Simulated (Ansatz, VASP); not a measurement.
## Two plane-wave programs on CaO

File INCAR:

```
ALGO = Normal
EDIFF = 1E-6
ENCUT = 520
GGA = PE
ISIF = 2
ISMEAR = 0
LASPH = True
LCHARG = True
LELF = True
LREAL = False
LVHAR = True
LWAVE = False
NBANDS = 24
NELM = 60
PREC = Accurate
SIGMA = 0.05
```

Contents of KPOINTS:

```
k-points
0
Gamma
  9 9 6
```

POSCAR

```
CaO
1.0
    3.6176222639      0.0000000000      0.0000000000
   -1.8088111319      3.8959456550      0.0000000000
    0.0000000000      0.0000000000      4.6793913223
Ca O
2 2
Direct
    0.3333333333      0.6666666667      0.7500000000
    0.6666666667      0.3333333333      0.2500000000
    0.3333333333      0.6666666667      0.2500000000
    0.6666666667      0.3333333333      0.7500000000
```

Input for Ansatz:

```yaml
crystal:
  lattice:
    - [3.6176222639, 0.0, 0.0]
    - [-1.8088111319, 3.895945655, 0.0]
    - [0.0, 0.0, 4.6793913223]
  atoms:
    - { symbol: Ca, position: [0.3333333333, 0.6666666667, 0.75] }
    - { symbol: Ca, position: [0.6666666667, 0.3333333333, 0.25] }
    - { symbol: O, position: [0.3333333333, 0.6666666667, 0.25] }
    - { symbol: O, position: [0.6666666667, 0.3333333333, 0.75] }
basis:
  ecutwfc: 520.0
kpoints:
  mp_grid: { grid: [9, 9, 6] }
hamiltonian:
  xc: pbe
scf:
  occupations: { method: gaussian, width: 0.05 }
output:
  forces: true
  stress: true
  eigenvalues: true
  write_density: true
  write_potential: true
  elf: true
  volumetric_format: npy
```

Change from the starting cell: strain +e along x and -e along y -0.1100, strain +e along z and -e/2 along x and y -0.0267.

Alike in both runs: task single point; functional PBE; k mesh 9 × 9 × 6; occupations gaussian, width 0.05 eV; no spin polarisation.

```csv
,VASP,Ansatz
version,VASP 6.6.1,Ansatz 0.2.0
potentials or method,"VASP PAW PBE potentials, release 64 (Ca_sv, O), cutoff 520 eV","scalar-relativistic, plane waves, PAW"
valence electrons in the cell,32,32
```

```csv
,VASP,Ansatz,Ansatz less VASP
gap on the k mesh at the Fermi level (eV),3.10,3.11,+0.016
least direct gap on the mesh (eV),3.10,3.11,+0.016
pressure (GPa),3.4,2.9,-0.54
"traceless stress, the component that is largest in VASP (GPa)",-7.95,-7.78,+0.175
rms of the force components (eV/Å),0.456,0.429,-0.0271
```

Atom by atom the forces differ by 0.027 eV/Å (rms over components). The functional is the same, so the differences come from potentials, cutoffs and numerics.
